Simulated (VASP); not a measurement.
Here is a VASP 6.6.1 calculation.

The input INCAR:

```
SYSTEM = Te2Mo
ALGO     = Normal         ! electronic algorithm
EDIFF    = 1E-7           ! SCF threshold, eV
ENCUT    = 520            ! plane-wave cutoff, eV
GGA      = PS             ! functional
ISIF     = 2              ! what is computed and relaxed
ISMEAR   = -1             ! smearing method
LASPH    = .True.         ! aspherical terms in the spheres
LCHARG   = .True.         ! write CHGCAR
LELF     = .True.         ! ELF
LREAL    = .False.        ! projectors in reciprocal space
LVHAR    = .True.       
LWAVE    = .False.        ! write WAVECAR
NBANDS   = 20             ! bands
NELM     = 100            ! most SCF steps
PREC     = Accurate       ! precision mode
SIGMA    = 0.05           ! smearing width, eV
```

KPOINTS

```
k-points
0
Gamma
  9 9 2
  0 0 0
```

File POSCAR:

```
Te2Mo
1.0
    3.5602328140      0.0000000000      0.0000000000
   -1.7801164070      3.0832520603      0.0000000000
    0.0000000000      0.0000000000     17.5240578200
Te Mo
2 1
Direct
    0.3333333333      0.6666666667      0.1021445500
    0.3333333333      0.6666666667      0.8978554500
    0.0000000000      0.0000000000      0.0000000000
```

Potentials or basis: VASP PAW PBE potentials, release 64 (Te, Mo_sv).

Command:

```console
$ cat potpaw_PBE.64/Te/POTCAR potpaw_PBE.64/Mo_sv/POTCAR > POTCAR
$ mpirun -np 1 vasp_std > vasp.out
```

(1) What does it give for the largest force?

(2) Predict the band gap on the k mesh.

Answers

(1) 0.146 eV/Å.

(2) 1.05 eV.

Caveat: there is no dipole correction, which matters where the two faces differ; the PAW data sets were made with another functional, which shifts forces and pressure a little; spin-orbit coupling is left out, which moves the levels of the heavy elements.
